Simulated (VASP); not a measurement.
# ZnRe (P-6m2) in VASP: notebook

Aim: see how the results for ZnRe move with the level of theory and the settings. Levels: PBE, r2SCAN. Tasks: single point.

Everything below comes from runs of VASP 6.6.1. Logs are shortened: lines on timing, memory, paths and dates and some standing lists are left out, and cuts for length are marked.

### 1 The cell of the first run

Symmetry: P-6m2, No. 187, hexagonal system. Conventional cell: a = 2.748 Å, b = 2.748 Å, c = 4.494 Å, α = 90.00°, β = 90.00°, γ = 120.00°. Re (site symmetry -6m2) has 6 Re at 2.75 Å and 6 Zn at 2.75 Å within 3.6 Å. Zn (site symmetry -6m2) has 6 Zn at 2.75 Å and 6 Re at 2.75 Å within 3.6 Å.

### 2 Single point, PBE

Input file INCAR:

```
SYSTEM = ZnRe
  ALGO = Normal
  EDIFF = 1E-6
  ENCUT = 520
  GGA = PE
  ISIF = 2
  ISMEAR = 1
  LASPH = .TRUE.
  LCHARG = .TRUE.
  LELF = .TRUE.
  LREAL = .FALSE.
  LVHAR = .TRUE.
  LWAVE = .FALSE.
  NBANDS = 16
  NELM = 100
  PREC = Accurate
  SIGMA = 0.05
```

Input file KPOINTS:

```
k-points
0
G
  10 10 5
  0 0 0
```

Input file POSCAR:

```
ZnRe
1.0
    2.7482183437      0.0000000000      0.0000000000
   -1.3741091718      2.3800269008      0.0000000000
    0.0000000000      0.0000000000      4.4940660000
Re Zn
1 1
Direct
    0.3333333333      0.6666666667      0.5000000000
    0.0000000000      0.0000000000      0.0000000000
```

Potentials or basis: VASP PAW PBE potentials, release 64 (Re, Zn).

Launch:

```bash
$ cat potpaw_PBE.64/Re/POTCAR potpaw_PBE.64/Zn/POTCAR > POTCAR
$ mpirun -np 1 vasp_std > vasp.out
```

OUTCAR:

```text
SYSTEM = ZnRe
   EDIFF = 1E-6
   ENCUT = 520
   GGA = PE
   ISIF = 2
   ISMEAR = 1
   LASPH = .TRUE.
   LREAL = .FALSE.
   NELM = 100
   PREC = Accurate

 ion  position               nearest neighbor table
   1  0.333  0.667  0.500-   2 2.75   2 2.75   2 2.75   2 2.75   2 2.75   2 2.75
   2  0.000  0.000  0.000-   1 2.75   1 2.75   1 2.75   1 2.75   1 2.75   1 2.75

  LATTYP: Found a hexagonal cell.
 ALAT       =     2.7482183437
 C/A-ratio  =     1.6352652657

  Lattice vectors:

 A1 = (   2.7482183437,   0.0000000000,   0.0000000000)
 A2 = (  -1.3741091718,   2.3800269008,   0.0000000000)
 A3 = (   0.0000000000,   0.0000000000,   4.4940660000)

Analysis of symmetry for initial positions (statically):
=====================================================================
 Subroutine PRICEL returns:
 Original cell was already a primitive cell.

 Routine SETGRP: Setting up the symmetry group for a
 hexagonal supercell.

 Subroutine GETGRP returns: Found 12 space group operations
 (whereof 12 operations were pure point group operations)
 out of a pool of 24 trial point group operations.

The static configuration has the point symmetry D_3h.

Analysis of symmetry for dynamics (positions and initial velocities):
=====================================================================
 Subroutine PRICEL returns:
 Original cell was already a primitive cell.

 Routine SETGRP: Setting up the symmetry group for a
 hexagonal supercell.

 Subroutine GETGRP returns: Found 12 space group operations
 (whereof 12 operations were pure point group operations)
 out of a pool of 24 trial point group operations.

The dynamic configuration has the point symmetry D_3h.

 Subroutine INISYM returns: Found 12 space group operations
 (whereof 12 operations are pure point group operations),
 and found     1 'primitive' translations

----------------------------------------------------------------------------------------

                                     Primitive cell

  volume of cell :      29.3949

  direct lattice vectors                    reciprocal lattice vectors
     2.748218344  0.000000000  0.000000000     0.363872107  0.210081659  0.000000000
    -1.374109172  2.380026901  0.000000000     0.000000000  0.420163318  0.000000000
     0.000000000  0.000000000  4.494066000     0.000000000  0.000000000  0.222515646

  length of vectors
     2.748218344  2.748218344  4.494066000     0.420163318  0.420163318  0.222515646

  position of ions in fractional coordinates (direct lattice)
     0.333333333  0.666666667  0.500000000
     0.000000000  0.000000000  0.000000000

  ion indices of the primitive-cell ions
   primitive index   ion index
                 1           1
                 2           2

----------------------------------------------------------------------------------------

 KPOINTS: k-points

Automatic generation of k-mesh.
 Grid dimensions read from file:
 generate k-points for:   10   10    5

 Generating k-lattice:

  Cartesian coordinates                     Fractional coordinates (reciprocal lattice)
     0.036387211  0.021008166  0.000000000     0.100000000  0.000000000  0.000000000
     0.000000000  0.042016332  0.000000000     0.000000000  0.100000000  0.000000000
     0.000000000  0.000000000  0.044503129     0.000000000  0.000000000  0.200000000

  Length of vectors
     0.042016332  0.042016332  0.044503129

  Shift w.r.t. Gamma in fractional coordinates (k-lattice)
     0.000000000  0.000000000  0.000000000

 Subroutine IBZKPT returns following result:
 ===========================================

 Found     42 irreducible k-points:

 Following reciprocal coordinates:
            Coordinates               Weight
  0.000000  0.000000  0.000000      1.000000
  0.100000  0.000000  0.000000      6.000000
  0.200000  0.000000  0.000000      6.000000
  0.300000  0.000000  0.000000      6.000000
  0.400000  0.000000  0.000000      6.000000
  0.500000  0.000000  0.000000      3.000000
[... 16 lines left out ...]
  0.300000  0.100000  0.200000     24.000000
  0.400000  0.100000  0.200000     24.000000
 [... further k-points ...]
   k-points           NKPTS =     42   k-points in BZ     NKDIM =     42   number of bands    NBANDS=     16
   number of dos      NEDOS =    301   number of ions     NIONS =      2
   total plane-waves  NPLWV =  14400
   dimension x,y,z NGX =    20 NGY =   20 NGZ =   36
   dimension x,y,z NGXF=    40 NGYF=   40 NGZF=   72
   ions per type =               1   1
   NGX,Y,Z   is equivalent  to a cutoff of  12.10, 12.10, 13.32 a.u.
   NGXF,Y,Z  is equivalent  to a cutoff of  24.20, 24.20, 26.63 a.u.
 SYSTEM =  ZnRe
   PREC   = accura    normal or accurate (medium, high low for compatibility)
   ISTART =      0    job   : 0-new  1-cont  2-samecut
   ICHARG =      2    charge: 1-file 2-atom 10-const
   ISPIN  =      1    spin polarized calculation?
   LNONCOLLINEAR =      F non collinear calculations
[... 27 lines left out ...]
  Thomas-Fermi vector in A             =   2.536909
   LORBIT       =      0    0 simple, 1 ext, 2 COOP (PROOUT), +10 PAW based schemes
   GGA     = PE    functional components
   LHFCALC =     F    Hartree Fock is set to
   AEXX    =    0.0000 exact exchange contribution
   IVDW    =     0    specifies the selected vdW correction
   LEPSILON=     F    determine dielectric tensor
   LRPA    =     F    only Hartree local field effects (RPA)
 non-spin polarized calculation
 Methfessel and Paxton  Order N= 1 SIGMA  =   0.05
  energy-cutoff  :      520.00
  volume of cell :       29.39
 maximum number of plane-waves:       800
   NGX = 11   NGY = 11   NGZ = 17

 number of electron      19.0000012 magnetization

 Free energy of the ion-electron system (eV)
  ---------------------------------------------------
  ext. energy  EPLUGINS =         0.00000000
  ---------------------------------------------------
  free energy    TOTEN  =       -13.03698361 eV

  energy without entropy =      -13.03674586  energy(sigma->0) =      -13.03690436

 E-fermi :   5.5602     XC(G=0): -12.7874

 val. band max:        5.5376231331   @ k =   0.3000   0.0000   0.4000
 cond. band min:       5.5733815180   @ k =   0.4000   0.1000   0.2000
 fundamental gap:      0.0357583849
 Fermi energy:         5.5602242082

 k-point     1 :       0.0000    0.0000    0.0000
  band No.  band energies     occupation
      1      -4.7278      2.00000
      2      -2.3912      2.00000
      3      -1.7674      2.00000
      4      -1.7674      2.00000
      5      -1.3873      2.00000
      6      -1.3873      2.00000
[... 8 lines left out ...]
     15      22.7178      0.00000
     16      22.7181      0.00000

 k-point     2 :       0.1000    0.0000    0.0000
  band No.  band energies     occupation
      1      -4.4041      2.00000
      2      -2.2886      2.00000
      3      -1.8022      2.00000
      4      -1.7088      2.00000
      5      -1.4600      2.00000
      6      -1.4040      2.00000
[... 8 lines left out ...]
     15      21.1041      0.00000
     16      21.2327      0.00000

 k-point     3 :       0.2000    0.0000    0.0000
  band No.  band energies     occupation
      1      -3.5141      2.00000
      2      -2.1186      2.00000
      3      -1.8184      2.00000
      4      -1.6465      2.00000
      5      -1.5520      2.00000
      6      -1.4480      2.00000
[... 8 lines left out ...]
     15      19.0143      0.00000
     16      21.9053      0.00000

 k-point     4 :       0.3000    0.0000    0.0000
  band No.  band energies     occupation
      1      -2.5286      2.00000
      2      -2.0368      2.00000
      3      -1.8715      2.00000
      4      -1.5027      2.00000
      5      -1.4409      2.00000
      6      -1.3506      2.00000
[... 8 lines left out ...]
     15      17.2754      0.00000
     16      19.9396      0.00000
[... 324 lines left out ...]
 k-point    22 :       0.2000    0.1000    0.2000
  band No.  band energies     occupation
      1      -2.5636      2.00000
      2      -2.0170      2.00000
      3      -1.8399      2.00000
      4      -1.7324      2.00000
      5      -1.4863      2.00000
      6      -1.2682      2.00000
[... 8 lines left out ...]
     15      16.6148      0.00000
     16      20.4959      0.00000

 k-point    23 :       0.3000    0.1000    0.2000
  band No.  band energies     occupation
      1      -2.3146      2.00000
      2      -2.0660      2.00000
      3      -1.7689      2.00000
      4      -1.5571      2.00000
      5      -1.4357      2.00000
      6      -0.3893      2.00000
[... 8 lines left out ...]
     15      15.5883      0.00000
     16      18.3818      0.00000

 k-point    24 :       0.4000    0.1000    0.2000
  band No.  band energies     occupation
      1      -2.3709      2.00000
      2      -2.1545      2.00000
      3      -1.7173      2.00000
      4      -1.5856      2.00000
      5      -1.2596      2.00000
      6       0.4631      2.00000
[... 8 lines left out ...]
     15      14.4747      0.00000
     16      17.6310      0.00000

 [... further k-points ...]

------------------------ aborting loop because EDIFF is reached ----------------------------------------

  FORCE on cell =-STRESS in cart. coord.  units (eV):
  Direction    XX          YY          ZZ          XY          YZ          ZX
  --------------------------------------------------------------------------------------
  -------------------------------------------------------------------------------------
  Total       -0.2840994     -0.2840994     -0.3587629     -0.0000000      0.0000000     -0.0000000
  in kB      -15.4848971    -15.4848971    -19.5544459     -0.0000000      0.0000000     -0.0000000
  external PRESSURE =     -16.8414134 kB  Pullay stress =       0.0000000 kB

 VOLUME and BASIS-vectors are now :
 -----------------------------------------------------------------------------
  energy-cutoff  :      520.00
  volume of cell :       29.39
      direct lattice vectors                 reciprocal lattice vectors
     2.748218344  0.000000000  0.000000000     0.363872107  0.210081659  0.000000000
    -1.374109172  2.380026901  0.000000000     0.000000000  0.420163318  0.000000000
     0.000000000  0.000000000  4.494066000     0.000000000  0.000000000  0.222515646

 POSITION                                       TOTAL-FORCE (eV/Angst)
 -----------------------------------------------------------------------------------
     -0.00000      1.58668      2.24703         0.000000      0.000000      0.000000
      0.00000      0.00000      0.00000        -0.000000      0.000000      0.000000
 -----------------------------------------------------------------------------------
    total drift:                               -0.000000      0.000000      0.000000

  FREE ENERGIE OF THE ION-ELECTRON SYSTEM (eV)
  ---------------------------------------------------
  free  energy   TOTEN  =       -13.0369836104 eV

  energy  without entropy=      -13.0367458591  energy(sigma->0) =      -13.03690436
```

Run time: 28 s. Hardware: 1 thread of Intel Xeon 8259CL, shared host; peak memory 0.15 GiB.

Results:

```yaml
Free_energy: -13.0370 eV
Pressure: -1.7 GPa
Band_gap_on_the_k_mesh: zero (an odd number of electrons rules out a gap without spin polarisation)
```

Caveat: spin-orbit coupling is left out, which moves the levels of the heavy elements.

### 3 Single point, r2SCAN

POSCAR is that of step 2.

Input file INCAR.step1:

```
ALGO = Normal ; EDIFF = 1E-4
ENCUT = 520 ; GGA = PE
ISMEAR = 1 ; LASPH = T
LCHARG = F ; LREAL = F
LWAVE = T ; NBANDS = 16
NELM = 80 ; PREC = Accurate
SIGMA = 0.05
```

Input file INCAR.step2:

```
ALGO = Normal ; EDIFF = 1E-6
ENCUT = 520 ; ISIF = 2
ISMEAR = 1 ; ISTART = 1
LASPH = T ; LCHARG = T
LELF = T ; LMIXTAU = T
LREAL = F ; LVHAR = T
LWAVE = F ; METAGGA = R2SCAN
NBANDS = 16 ; NELM = 80
PREC = Accurate ; SIGMA = 0.05
```

Input file KPOINTS:

```
k-points
0
Gamma
  9 9 5
```

Potentials or basis: VASP PAW PBE potentials, release 64 (Re, Zn).

Launch:

```bash
$ cat potpaw_PBE.64/Re/POTCAR potpaw_PBE.64/Zn/POTCAR > POTCAR
$ cp INCAR.step1 INCAR
$ mpirun -np 1 vasp_std > vasp.out
$ cp INCAR.step2 INCAR
$ mpirun -np 1 vasp_std > vasp.out
```

Wall time 76 s (1 thread of Intel Xeon 8259CL, shared host); peak memory 0.16 GiB.

It converged, with:

```
Free energy            : -60.9001 eV
Pressure               : -6.2 GPa
Band gap on the k mesh : zero (an odd number of electrons rules out a gap without spin polarisation)
```

Levels at points of the mesh, in eV from the Fermi level:
```tsv
k point	band 6	band 7	band 8	band 9	band 10	band 11	band 12	band 13	band 14	band 15
(0.00, 0.00, 0.00)	-7.28	-5.44	-1.83	-1.47	-1.47	1.75	1.75	4.92	15.22	18.04
```

Caveat: the cell stands under tension; the PAW data sets were made with another functional, which shifts forces and pressure a little; spin-orbit coupling is left out, which moves the levels of the heavy elements.

### 4 Single point, r2SCAN

POSCAR is that of step 3.

Input file INCAR.step1:

```
PREC     = Accurate       # precision mode
ENCUT    = 520            # plane-wave cutoff, eV
ISMEAR   = 1              # smearing method
SIGMA    = 0.025          # smearing width, eV
LREAL    = False          # projectors in reciprocal space
LASPH    = True           # aspherical terms in the spheres
NELM     = 60             # most SCF steps
NBANDS   = 16             # bands
GGA      = PE             # functional
ALGO     = Normal         # electronic algorithm
EDIFF    = 1E-4           # SCF threshold, eV
LWAVE    = True           # write WAVECAR
LCHARG   = False          # write CHGCAR
```

Input file INCAR.step2:

```
PREC     = Accurate       # precision mode
ENCUT    = 520            # plane-wave cutoff, eV
EDIFF    = 1E-6           # SCF threshold, eV
ISMEAR   = 1              # smearing method
SIGMA    = 0.025          # smearing width, eV
LREAL    = False          # projectors in reciprocal space
LASPH    = True           # aspherical terms in the spheres
NELM     = 60             # most SCF steps
ALGO     = Normal         # electronic algorithm
ISIF     = 2              # what is computed and relaxed
LWAVE    = False          # write WAVECAR
LCHARG   = False          # write CHGCAR
METAGGA  = R2SCAN         # meta-GGA
LMIXTAU  = True         
NBANDS   = 16             # bands
ISTART   = 1
```

Input file KPOINTS:

```
Automatic mesh
0
Gamma
  9 9 5
```

Launch:

```bash
$ cat potpaw_PBE.64/Re/POTCAR potpaw_PBE.64/Zn/POTCAR > POTCAR
$ cp INCAR.step1 INCAR
$ mpirun -np 1 vasp_std > vasp.out
$ cp INCAR.step2 INCAR
$ mpirun -np 1 vasp_std > vasp.out
```

Wall time 96 s (1 thread of Intel Xeon 8259CL, shared host); peak memory 0.15 GiB.

The run converged. Its results:

```
Free energy            : -60.9001 eV
Pressure               : -6.2 GPa
Band gap on the k mesh : zero (an odd number of electrons rules out a gap without spin polarisation)
```

Stress tensor (GPa, compression positive):
```
-6.17  0.00  0.00
 0.00 -6.17  0.00
 0.00  0.00 -6.34
```

Levels at points of the mesh, in eV from the Fermi level:
| k point | band 6 | band 7 | band 8 | band 9 | band 10 | band 11 | band 12 | band 13 | band 14 | band 15 |
| --- | --- | --- | --- | --- | --- | --- | --- | --- | --- | --- |
| (0.00, 0.00, 0.00) | -7.31 | -5.45 | -1.85 | -1.48 | -1.48 | 1.74 | 1.74 | 4.90 | 15.21 | 18.02 |

Caveat: the cell stands under tension; the PAW data sets were made with another functional, which shifts forces and pressure a little; spin-orbit coupling is left out, which moves the levels of the heavy elements.

### 5 Single point, r2SCAN

POSCAR is that of step 4.

Input file INCAR.step1:

```
SYSTEM = ZnRe
ALGO = Normal ; EDIFF = 1E-4
ENCUT = 520 ; GGA = PE
ISMEAR = 1 ; LASPH = .True.
LCHARG = .False. ; LREAL = .False.
LWAVE = .True. ; NBANDS = 16
NELM = 80 ; PREC = Accurate
SIGMA = 0.01
```

Input file INCAR.step2:

```
SYSTEM = ZnRe
ALGO = Normal ; EDIFF = 1E-6
ENCUT = 520 ; ISIF = 2
ISMEAR = 1 ; ISTART = 1
LASPH = .True. ; LCHARG = .False.
LMIXTAU = .True. ; LREAL = .False.
LWAVE = .False. ; METAGGA = R2SCAN
NBANDS = 16 ; NELM = 80
PREC = Accurate ; SIGMA = 0.01
```

Input file KPOINTS:

```
k-points
0
Gamma
  9 9 5
  0 0 0
```

Launch:

```bash
$ cat potpaw_PBE.64/Re/POTCAR potpaw_PBE.64/Zn/POTCAR > POTCAR
$ cp INCAR.step1 INCAR
$ mpirun -np 1 vasp_std > vasp.out
$ cp INCAR.step2 INCAR
$ mpirun -np 1 vasp_std > vasp.out
```

It took 89 s on 1 thread of Intel Xeon 8259CL, shared host; peak memory 0.15 GiB.

It converged, with:

```yaml
Free_energy: -60.9003 eV
Pressure: -6.2 GPa
Band_gap_on_the_k_mesh: zero (an odd number of electrons rules out a gap without spin polarisation)
```

Stress tensor (GPa, compression positive):
```
-6.15  0.00  0.00
 0.00 -6.15  0.00
 0.00  0.00 -6.37
```

Levels at points of the mesh, in eV from the Fermi level:
```csv
k point,band 6,band 7,band 8,band 9,band 10,band 11,band 12,band 13,band 14,band 15
"(0.00, 0.00, 0.00)",-7.32,-5.46,-1.86,-1.48,-1.48,1.73,1.73,4.89,15.20,18.01
```

Caveat: the cell stands under tension; the PAW data sets were made with another functional, which shifts forces and pressure a little; spin-orbit coupling is left out, which moves the levels of the heavy elements.

### 6 Single point, r2SCAN

POSCAR is that of step 5.

Input file INCAR.step1:

```
PREC     = Accurate       # precision mode
ENCUT    = 520            # plane-wave cutoff, eV
ISMEAR   = 1              # smearing method
SIGMA    = 0.005          # smearing width, eV
LREAL    = F              # projectors in reciprocal space
LASPH    = T              # aspherical terms in the spheres
NELM     = 100            # most SCF steps
NBANDS   = 16             # bands
GGA      = PE             # functional
ALGO     = Normal         # electronic algorithm
EDIFF    = 1E-4           # SCF threshold, eV
LWAVE    = T              # write WAVECAR
LCHARG   = F              # write CHGCAR
```

Input file INCAR.step2:

```
PREC     = Accurate       # precision mode
ENCUT    = 520            # plane-wave cutoff, eV
EDIFF    = 1E-7           # SCF threshold, eV
ISMEAR   = 1              # smearing method
SIGMA    = 0.005          # smearing width, eV
LREAL    = F              # projectors in reciprocal space
LASPH    = T              # aspherical terms in the spheres
NELM     = 100            # most SCF steps
ALGO     = Normal         # electronic algorithm
ISIF     = 2              # what is computed and relaxed
LWAVE    = F              # write WAVECAR
LCHARG   = F              # write CHGCAR
METAGGA  = R2SCAN         # meta-GGA
LMIXTAU  = T            
NBANDS   = 16             # bands
ISTART   = 1
```

Input file KPOINTS:

```
regular mesh
0
Gamma
  9 9 5
```

Potentials or basis: VASP PAW PBE potentials, release 64 (Re, Zn).

Launch:

```bash
$ cat potpaw_PBE.64/Re/POTCAR potpaw_PBE.64/Zn/POTCAR > POTCAR
$ cp INCAR.step1 INCAR
$ mpirun -np 1 vasp_std > vasp.out
$ cp INCAR.step2 INCAR
$ mpirun -np 1 vasp_std > vasp.out
```

It took 2.3 min on 1 thread of Intel Xeon 8259CL, shared host; peak memory 0.16 GiB.

The run converged. Its results:

* Free energy: -60.9003 eV
* Pressure: -6.2 GPa
* Band gap on the k mesh: zero (an odd number of electrons rules out a gap without spin polarisation)

Stress tensor (GPa, compression positive):
```
-6.11  0.00  0.00
 0.00 -6.11  0.00
 0.00  0.00 -6.37
```

Levels at points of the mesh, in eV from the Fermi level:
```csv
k point,band 6,band 7,band 8,band 9,band 10,band 11,band 12,band 13,band 14,band 15
"(0.00, 0.00, 0.00)",-7.33,-5.47,-1.86,-1.49,-1.49,1.73,1.73,4.88,15.20,18.00
```

Caveat: the cell stands under tension; the PAW data sets were made with another functional, which shifts forces and pressure a little; spin-orbit coupling is left out, which moves the levels of the heavy elements.

### 7 Overview

```tsv
level	k mesh	smearing	gap on the mesh (eV)	pressure (GPa)
PBE	10 × 10 × 5	methfessel-paxton 0.05 eV	none	-1.7
r2SCAN	9 × 9 × 5	methfessel-paxton 0.05 eV	none	-6.2
r2SCAN	9 × 9 × 5	methfessel-paxton 0.025 eV	none	-6.2
r2SCAN	9 × 9 × 5	methfessel-paxton 0.01 eV	none	-6.2
r2SCAN	9 × 9 × 5	methfessel-paxton 0.005 eV	none	-6.2
```

Alike in all rows: task single point; potentials or basis VASP PAW PBE potentials, release 64 (Re, Zn); no spin polarisation; cell as given; cutoff (eV) 520.

The pressure there spans -6.2 GPa (r2SCAN) to -1.7 GPa (PBE); a positive pressure means that this level wants a larger cell, a negative one a smaller.

Caveats: spin-orbit coupling is left out, which moves the levels of the heavy elements; the cell stands under tension (at least some runs); the PAW data sets were made with another functional, which shifts forces and pressure a little (at least some runs).

Absolute energies hang on the potentials; compare differences alone.
